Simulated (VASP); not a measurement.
Write the native input for VASP 6.6.1 that does the following.

| Quantity | Value |
| --- | --- |
| Task | relaxation of cell and atoms |
| Functional | PBE |
| Potentials or basis | VASP PAW PBE potentials, release 64 (Sn_d, As, Se) |
| Cutoff | 600 eV |
| k mesh | 4 × 4 × 4 |
| Occupations | gaussian, width 0.1 eV |
| Spin | no spin polarisation |
| Dipole correction | no |
| Further INCAR settings | ALGO = Normal; EDIFF = 1e-07; IBRION = 2; EDIFFG = -0.04; NSW = 90; ISIF = 3 |

The structure of Sn2As2Se lies in POSCAR:

```
Sn2As2Se
1.0
    2.4116216100     -4.9186625900      0.0000000000
    2.4116216100      4.9186625900      0.0000000000
    0.0000000000      0.0000000000      6.0634922700
Sn As Se
2 2 1
Direct
    0.7481334800      0.7481334800      0.0000000000
    0.2518665200      0.2518665200      0.0000000000
    0.0000000000      0.5000000000      0.0000000000
    0.5000000000      0.0000000000      0.0000000000
    0.5000000000      0.5000000000      0.5000000000
```

One way to write it, as run:

INCAR

```
ALGO = Normal
EDIFF = 1E-7
EDIFFG = -0.04
ENCUT = 600
GGA = PE
IBRION = 2
ISIF = 3
ISMEAR = 0
LASPH = True
LCHARG = False
LREAL = False
LWAVE = False
NELM = 60
NSW = 90
PREC = Accurate
SIGMA = 0.1
```

KPOINTS

```
k-points
0
Gamma
  4 4 4
```

Potentials or basis: VASP PAW PBE potentials, release 64 (Sn_d, As, Se).

Launch:

```sh
$ cat potpaw_PBE.64/Sn_d/POTCAR potpaw_PBE.64/As/POTCAR potpaw_PBE.64/Se/POTCAR > POTCAR
$ mpirun -np 1 vasp_std > vasp.out
```

It gave:

```yaml
Relaxed_volume: 32.15 Å³/atom
Relaxed_cell: a = 6.289 Å, b = 6.289 Å, c = 5.050 Å, α = 90.00°, β = 90.00°, γ = 126.40°
Space_group_after_relaxing_to_0.05_Å: Cmmm (No. 65)
Energy_gained_by_relaxing: 837.0 meV/atom
Ionic_steps: 11
Pressure_after_relaxing: 0.0 GPa
Band_gap_on_the_k_mesh: zero (band 22 reaches 3.70 eV, above the bottom of band 23 at 3.03 eV)
```

Caveat: the k points lie up to 0.31 Å⁻¹ apart in the final cell; spin-orbit coupling is left out, which moves the levels of the heavy elements.

Wall time 10 min on 1 thread of AMD EPYC 9R45 96-Core Processor (Zen 5), with other jobs on the host, peak memory 0.37 GiB.
